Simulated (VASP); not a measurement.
Input of a VASP 6.6.1 run:

Contents of INCAR:

```
  PREC = Accurate
  ENCUT = 600
  EDIFF = 1E-7
  ISMEAR = -1
  SIGMA = 0.05
  LREAL = False
  LASPH = True
  NELM = 100
  ALGO = Normal
  ISIF = 3
  LWAVE = False
  LCHARG = False
  GGA = PE
  IBRION = 2
  NSW = 80
  EDIFFG = -0.01
  PSTRESS = 40.0
```

The input KPOINTS:

```
regular mesh
0
Gamma
  8 8 8
```

The input POSCAR:

```
Ca
1.0
    2.6150000000      0.0000000000      0.0000000000
    0.0000000000      2.6150000000      0.0000000000
    0.0000000000      0.0000000000      2.6150000000
Ca
1
Direct
    0.0000000000      0.0000000000      0.0000000000
```

Potentials or basis: VASP PAW PBE potentials, release 64 (Ca_sv).

Command:

```sh
$ cat potpaw_PBE.64/Ca_sv/POTCAR > POTCAR
$ mpirun -np 1 vasp_std > vasp.out
```

(1) Estimate the relaxed volume.

(2) Estimate the band gap on the k mesh.

(3) Predict the space group after relaxing (to 0.05 Å).

(4) Estimate the relaxed cell.

Answers

(1) 33.95 Å³/atom.

(2) zero (band 5 reaches 3.31 eV, above the bottom of band 6 at 2.40 eV).

(3) Pm-3m (No. 221).

(4) a = 3.238 Å, b = 3.238 Å, c = 3.238 Å, α = 90.00°, β = 90.00°, γ = 90.00°.

Caveat: the cell is relaxed towards a set pressure, so the enthalpy falls and the energy may rise; the volume moved by over 15 % at a fixed basis, so the end points are rough.
